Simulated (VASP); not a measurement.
# MgO (Fm-3m) in VASP: a series of runs

Runs on MgO. Level: PBEsol. Tasks: single point.

Everything below comes from runs of VASP 6.6.1. Logs are shortened: lines on timing, memory, paths and dates and some standing lists are left out, and cuts for length are marked.

## Step 1: The cell of the first run

It takes space group Fm-3m (No. 225, cubic). The conventional cell has a = 4.214 Å, b = 4.214 Å, c = 4.214 Å, α = 90.00°, β = 90.00°, γ = 90.00°. Within 2.8 Å of Mg (site symmetry m-3m) lie 6 O at 2.11 Å. Within 2.8 Å of O (site symmetry m-3m) lie 6 Mg at 2.11 Å.

## Step 2: Single point, PBEsol

INCAR reads:

```
  PREC = Accurate
  ENCUT = 520
  EDIFF = 1E-6
  ISMEAR = 0
  SIGMA = 0.05
  LREAL = Auto
  LASPH = T
  NELM = 60
  ALGO = Normal
  ISIF = 2
  LWAVE = F
  LCHARG = F
  GGA = PS
  NBANDS = 46
```

KPOINTS reads:

```
regular mesh
0
Gamma
  6 6 6
```

POSCAR reads:

```
MgO
1.0
    0.0000000000      4.2142114403     -4.2142114403
    4.2142114403      4.2142114403      0.0000000000
    4.2142114403      0.0000000000     -4.2142114403
Mg O
8 8
Direct
    0.0000000000      0.0000000000      0.5000000000
    0.0000000000      0.5000000000      0.5000000000
    0.5000000000      0.0000000000      0.5000000000
    0.5000000000      0.5000000000      0.5000000000
    0.0000000000      0.0000000000      1.0000000000
    0.0000000000      0.5000000000      1.0000000000
    0.5000000000      0.0000000000      1.0000000000
    0.5000000000      0.5000000000      1.0000000000
    0.2500000000      0.7500000000      0.2500000000
    0.2500000000      0.2500000000      0.2500000000
    0.7500000000      0.7500000000      0.2500000000
    0.7500000000      0.2500000000      0.2500000000
    0.2500000000      0.7500000000      0.7500000000
    0.2500000000      0.2500000000      0.7500000000
    0.7500000000      0.7500000000      0.7500000000
    0.7500000000      0.2500000000      0.7500000000
```

Potentials or basis: VASP PAW PBE potentials, release 64 (Mg, O).

Launch:

```sh
$ cat potpaw_PBE.64/Mg/POTCAR potpaw_PBE.64/O/POTCAR > POTCAR
$ mpirun -np 1 vasp_std > vasp.out
```

OUTCAR:

```text
PREC = Accurate
   ENCUT = 520
   EDIFF = 1E-6
   ISMEAR = 0
   LREAL = Auto
   LASPH = T
   NELM = 60
   ISIF = 2
   GGA = PS

 ion  position               nearest neighbor table
   1  0.000  0.000  0.500-   9 2.11  10 2.11  12 2.11  13 2.11  15 2.11  16 2.11   2 2.98   3 2.98
                             5 2.98   5 2.98   6 2.98   7 2.98   2 2.98   4 2.98   6 2.98   3 2.98
   2  0.000  0.500  0.500-   9 2.11  10 2.11  11 2.11  14 2.11  15 2.11  16 2.11   1 2.98   4 2.98
                             6 2.98   5 2.98   6 2.98   8 2.98   1 2.98   3 2.98   5 2.98   3 2.98
   3  0.500  0.000  0.500-  10 2.11  11 2.11  12 2.11  13 2.11  14 2.11  15 2.11   1 2.98   4 2.98
                             7 2.98   5 2.98   7 2.98   8 2.98   2 2.98   4 2.98   8 2.98   1 2.98
   4  0.500  0.500  0.500-   9 2.11  11 2.11  12 2.11  13 2.11  14 2.11  16 2.11   2 2.98   3 2.98
                             8 2.98   6 2.98   7 2.98   8 2.98   1 2.98   3 2.98   7 2.98   1 2.98
   5  0.000  0.000  0.000-   9 2.11  11 2.11  12 2.11  13 2.11  14 2.11  16 2.11   1 2.98   6 2.98
                             7 2.98   1 2.98   2 2.98   3 2.98   2 2.98   6 2.98   8 2.98   3 2.98
   6  0.000  0.500  0.000-  10 2.11  11 2.11  12 2.11  13 2.11  14 2.11  15 2.11   2 2.98   5 2.98
                             8 2.98   1 2.98   2 2.98   4 2.98   1 2.98   5 2.98   7 2.98   4 2.98
   7  0.500  0.000  0.000-   9 2.11  10 2.11  11 2.11  14 2.11  15 2.11  16 2.11   3 2.98   5 2.98
                             8 2.98   1 2.98   3 2.98   4 2.98   4 2.98   6 2.98   8 2.98   1 2.98
   8  0.500  0.500  0.000-   9 2.11  10 2.11  12 2.11  13 2.11  15 2.11  16 2.11   4 2.98   6 2.98
                             7 2.98   2 2.98   3 2.98   4 2.98   3 2.98   5 2.98   7 2.98   2 2.98
   9  0.250  0.750  0.250-   1 2.11   2 2.11   4 2.11   5 2.11   7 2.11   8 2.11
[... 13 lines left out ...]
 A1 = (   0.0000000000,   4.2142114403,  -4.2142114403)
 A2 = (   4.2142114403,   4.2142114403,   0.0000000000)
 A3 = (   4.2142114403,   0.0000000000,  -4.2142114403)

Analysis of symmetry for initial positions (statically):
=====================================================================
 Subroutine PRICEL returns following result:

  LATTYP: Found a face centered cubic cell.
 ALAT       =     4.2142114403

  Lattice vectors:

 A1 = (   0.0000000000,   2.1071057201,  -2.1071057201)
 A2 = (   2.1071057201,   2.1071057201,   0.0000000000)
 A3 = (   2.1071057201,   0.0000000000,  -2.1071057201)

   8 primitive cells build up your supercell.

 Routine SETGRP: Setting up the symmetry group for a
 face centered cubic supercell.

 Subroutine GETGRP returns: Found 48 space group operations
 (whereof 48 operations were pure point group operations)
 out of a pool of 48 trial point group operations.

The static configuration has the point symmetry O_h .

Analysis of symmetry for dynamics (positions and initial velocities):
=====================================================================
 Subroutine PRICEL returns following result:

  LATTYP: Found a face centered cubic cell.
 ALAT       =     4.2142114403

  Lattice vectors:

 A1 = (   0.0000000000,   2.1071057201,  -2.1071057201)
 A2 = (   2.1071057201,   2.1071057201,   0.0000000000)
 A3 = (   2.1071057201,   0.0000000000,  -2.1071057201)

   8 primitive cells build up your supercell.

 Routine SETGRP: Setting up the symmetry group for a
 face centered cubic supercell.

 Subroutine GETGRP returns: Found 48 space group operations
 (whereof 48 operations were pure point group operations)
 out of a pool of 48 trial point group operations.

The dynamic configuration has the point symmetry O_h .

 Subroutine INISYM returns: Found 48 space group operations
 (whereof 48 operations are pure point group operations),
 and found     8 'primitive' translations

----------------------------------------------------------------------------------------

                                     Primitive cell

  volume of cell :      18.7107

  direct lattice vectors                    reciprocal lattice vectors
     0.000000000  2.107105720 -2.107105720    -0.237292318  0.237292318 -0.237292318
     2.107105720  2.107105720  0.000000000     0.237292318  0.237292318  0.237292318
     2.107105720  0.000000000 -2.107105720     0.237292318 -0.237292318 -0.237292318

  length of vectors
     2.979897487  2.979897487  2.979897487     0.411002351  0.411002351  0.411002351

  position of ions in fractional coordinates (direct lattice)
     0.000000000  0.000000000  0.000000000
     0.500000000  0.500000000  0.500000000

  ion indices of the primitive-cell ions
   primitive index   ion index
                 1           1
                 2           9

----------------------------------------------------------------------------------------

 KPOINTS: regular mesh

Automatic generation of k-mesh.
 Grid dimensions read from file:
 generate k-points for:    6    6    6

 Generating k-lattice:

  Cartesian coordinates                     Fractional coordinates (reciprocal lattice)
    -0.019774360  0.019774360 -0.019774360     0.166666667  0.000000000  0.000000000
     0.019774360  0.019774360  0.019774360     0.000000000  0.166666667  0.000000000
     0.019774360 -0.019774360 -0.019774360     0.000000000  0.000000000  0.166666667

  Length of vectors
     0.034250196  0.034250196  0.034250196

  Shift w.r.t. Gamma in fractional coordinates (k-lattice)
     0.000000000  0.000000000  0.000000000

 Subroutine IBZKPT returns following result:
 ===========================================

 Found     16 irreducible k-points:

 Following reciprocal coordinates:
            Coordinates               Weight
  0.000000  0.000000  0.000000      1.000000
  0.166667  0.000000  0.000000      8.000000
  0.333333  0.000000  0.000000      8.000000
  0.500000  0.000000  0.000000      4.000000
  0.166667  0.166667  0.000000      6.000000
  0.333333  0.166667  0.000000     24.000000
[... 8 lines left out ...]
 -0.333333  0.333333  0.166667     24.000000
 -0.333333  0.500000  0.166667     12.000000
   k-points           NKPTS =     16   k-points in BZ     NKDIM =     16   number of bands    NBANDS=     46
   number of dos      NEDOS =    301   number of ions     NIONS =     16
   total plane-waves  NPLWV = 110592
   dimension x,y,z NGX =    48 NGY =   48 NGZ =   48
   dimension x,y,z NGXF=    96 NGYF=   96 NGZF=   96
   ions per type =               8   8
   NGX,Y,Z   is equivalent  to a cutoff of  13.39, 13.39, 13.39 a.u.
   NGXF,Y,Z  is equivalent  to a cutoff of  26.78, 26.78, 26.78 a.u.
 SYSTEM =  unknown system
   PREC   = accura    normal or accurate (medium, high low for compatibility)
   ISTART =      0    job   : 0-new  1-cont  2-samecut
   ICHARG =      2    charge: 1-file 2-atom 10-const
   ISPIN  =      1    spin polarized calculation?
   LNONCOLLINEAR =      F non collinear calculations
   LSORBIT =      F    spin-orbit coupling
   LASPH  =      T    aspherical Exc in radial PAW
   ENCUT  =  520.0 eV  38.22 Ry    6.18 a.u.  11.08 11.08 11.08*2*pi/ulx,y,z
   NELM   =     60;   NELMIN=  2; NELMDL= -5     # of ELM steps
   EDIFF  = 0.1E-05   stopping-criterion for ELM
   LREAL  =      T    real-space projection
   EDIFFG = 0.1E-04   stopping-criterion for IOM
   NSW    =      0    number of steps for IOM
   IBRION =     -1    ionic relax: 0-MD 1-quasi-New 2-CG
   NFREE  =      0    steps in history (QN), initial steepest desc. (CG)
   ISIF   =      2    stress and relaxation
   ISYM   =      2    0-nonsym 1-usesym 2-fastsym
   POTIM  = 0.5000    time-step for ionic-motion
   TEBEG  =    0.0;   TEEND  =   0.0 temperature during run
   PSTRESS=    0.0 pullay stress
   NELECT =      64.0000    total number of electrons
   NUPDOWN=      -1.0000    fix difference up-down
   EMIN   =  10.00;   EMAX   =-10.00  energy-range for DOS
   EFERMI =   0.00;   METHOD = LEGACY
   ISMEAR =     0;   SIGMA  =   0.05  broadening in eV -4-tet -1-fermi 0-gaus
   EFERMI_NEDOS =   21; number of points for ismear=-14 and -15
   IALGO  =     38    algorithm
   IMIX   =      4    mixing-type and parameters
     AMIX     =   0.40;   BMIX     =  1.00
     AMIX_MAG =   1.60;   BMIX_MAG =  1.00
  volume/ion in A,a.u.               =       9.36        63.13
  Fermi-wavevector in a.u.,A,eV,Ry     =   1.233318  2.330634 20.695468  1.521074
  Thomas-Fermi vector in A             =   2.368053
   LORBIT       =      0    0 simple, 1 ext, 2 COOP (PROOUT), +10 PAW based schemes
   GGA     = PS    functional components
   LHFCALC =     F    Hartree Fock is set to
   AEXX    =    0.0000 exact exchange contribution
   IVDW    =     0    specifies the selected vdW correction
   LEPSILON=     F    determine dielectric tensor
   LRPA    =     F    only Hartree local field effects (RPA)
 non-spin polarized calculation
 Gauss-broadening in eV      SIGMA  =   0.05
  energy-cutoff  :      520.00
  volume of cell :      149.69
 maximum number of plane-waves:      4054
 NGX is ok and might be reduce to    48

 number of electron      64.0000038 magnetization

 Free energy of the ion-electron system (eV)
  ---------------------------------------------------
  ext. energy  EPLUGINS =         0.00000000
  ---------------------------------------------------
  free energy    TOTEN  =      -100.10285655 eV

  energy without entropy =     -100.10285655  energy(sigma->0) =     -100.10285655

 E-fermi :   3.3193     XC(G=0): -11.3030

 val. band max:        3.0556986547   @ k =   0.0000   0.0000   0.0000
 cond. band min:       7.6750421785   @ k =   0.0000   0.0000   0.0000
 fundamental gap:      4.6193435238
 Fermi energy:         3.3193092631

 k-point     1 :       0.0000    0.0000    0.0000
  band No.  band energies     occupation
      1     -14.1424      2.00000
      2     -12.8317      2.00000
      3     -12.8317      2.00000
      4     -12.8317      2.00000
      5     -12.8317      2.00000
      6     -12.5672      2.00000
[... 741 lines left out ...]
     43      14.5125      0.00000
     44      14.5126      0.00000
 [bands above 44 left out]

------------------------ aborting loop because EDIFF is reached ----------------------------------------

  FORCE on cell =-STRESS in cart. coord.  units (eV):
  Direction    XX          YY          ZZ          XY          YZ          ZX
  --------------------------------------------------------------------------------------
  -------------------------------------------------------------------------------------
  Total       -0.4322371     -0.4322371     -0.4322371      0.0000000     -0.0000000     -0.0000000
  in kB       -4.6265119     -4.6265119     -4.6265119      0.0000000     -0.0000000     -0.0000000
  external PRESSURE =      -4.6265119 kB  Pullay stress =       0.0000000 kB

 VOLUME and BASIS-vectors are now :
 -----------------------------------------------------------------------------
  energy-cutoff  :      520.00
  volume of cell :      149.69
      direct lattice vectors                 reciprocal lattice vectors
     0.000000000  4.214211440 -4.214211440    -0.118646159  0.118646159 -0.118646159
     4.214211440  4.214211440  0.000000000     0.118646159  0.118646159  0.118646159
     4.214211440  0.000000000 -4.214211440     0.118646159 -0.118646159 -0.118646159

 POSITION                                       TOTAL-FORCE (eV/Angst)
 -----------------------------------------------------------------------------------
      2.10711      0.00000     -2.10711        -0.000000      0.000000     -0.000000
      4.21421      2.10711     -2.10711        -0.000000      0.000000      0.000000
      2.10711      2.10711     -4.21421        -0.000000      0.000000     -0.000000
      4.21421      4.21421     -4.21421        -0.000000      0.000000      0.000000
      0.00000      0.00000      0.00000        -0.000000      0.000000     -0.000000
      2.10711      2.10711      0.00000        -0.000000     -0.000000      0.000000
[... 8 lines left out ...]
      6.32132      6.32132     -6.32132         0.000000     -0.000000      0.000000
      4.21421      4.21421     -6.32132         0.000000     -0.000000      0.000000
 -----------------------------------------------------------------------------------
    total drift:                               -0.000000      0.000000      0.000000

  FREE ENERGIE OF THE ION-ELECTRON SYSTEM (eV)
  ---------------------------------------------------
  free  energy   TOTEN  =      -100.1028565474 eV

  energy  without entropy=     -100.1028565474  energy(sigma->0) =     -100.10285655
```

Wall time 4.2 min (1 thread of Intel Xeon Platinum 8259CL at 2.50GHz (Skylake/Cascade Lake), shared host); peak memory 0.35 GiB.

What came out:

| Quantity | Value |
| --- | --- |
| Free energy | -100.1029 eV |
| Pressure | -0.5 GPa |
| Band gap on the k mesh | 4.62 eV |

Levels at points of the mesh, in eV from the valence-band top:
```csv
k point,band 30,band 31,band 32,band 33,band 34,band 35
"(0.00, 0.00, 0.00)",0.00,0.00,0.00,4.62,7.74,7.74
"(0.50, 0.00, 0.00)",-0.35,-0.35,-0.35,6.97,6.97,9.54
"(0.50, 0.50, 0.00)",-0.66,-0.66,-0.66,7.97,7.97,9.35
```

Caveat: the PAW data sets were made with another functional, which shifts forces and pressure a little.

## Step 3: Single point, PBEsol

This run uses another cell than the first one: it holds 2 atoms, not 16.

INCAR reads:

```
ALGO     = Normal         # electronic algorithm
EDIFF    = 1E-6           # SCF threshold, eV
ENCUT    = 600            # plane-wave cutoff, eV
GGA      = PS             # functional
GGA_COMPAT= False        
ISIF     = 2              # what is computed and relaxed
ISMEAR   = 0              # smearing method
LASPH    = True           # aspherical terms in the spheres
LCHARG   = False          # write CHGCAR
LREAL    = False          # projectors in reciprocal space
LWAVE    = False          # write WAVECAR
NBANDS   = 11             # bands
NELM     = 120            # most SCF steps
PREC     = Accurate       # precision mode
SIGMA    = 0.01           # smearing width, eV
```

KPOINTS reads:

```
k-points
0
Gamma
  10 10 10
```

POSCAR reads:

```
MgO
1.0
    0.0000000000      1.9866989619      1.9866989619
    1.9866989619      0.0000000000      1.9866989619
    1.9866989619      1.9866989619      0.0000000000
Mg O
1 1
Direct
    0.0000000000      0.0000000000      0.0000000000
    0.5000000000      0.5000000000      0.5000000000
```

Potentials or basis: VASP PAW PBE potentials, release 64 (Mg, O).

Launch:

```sh
$ cat potpaw_PBE.64/Mg/POTCAR potpaw_PBE.64/O/POTCAR > POTCAR
$ mpirun -np 1 vasp_std > vasp.out
```

It took 14 s on 1 thread of Intel Xeon 8259CL, shared host; peak memory 0.14 GiB.

The run converged. Its results:

```
Free energy            : -12.1926 eV
Pressure               : 39.7 GPa
Band gap on the k mesh : 6.52 eV, direct
```

Levels at points of the mesh, in eV from the valence-band top:
```csv
k point,band 1,band 2,band 3,band 4,band 5,band 6,band 7,band 8
"(0.00, 0.00, 0.00)",-18.21,0.00,0.00,0.00,6.52,16.59,16.59,16.59
"(0.50, 0.00, 0.00)",-16.39,-5.52,-0.89,-0.89,8.90,14.55,18.04,18.04
"(0.50, 0.50, 0.00)",-16.07,-4.92,-1.63,-1.63,9.05,11.90,14.94,21.66
```

Caveat: the PAW data sets were made with another functional, which shifts forces and pressure a little.
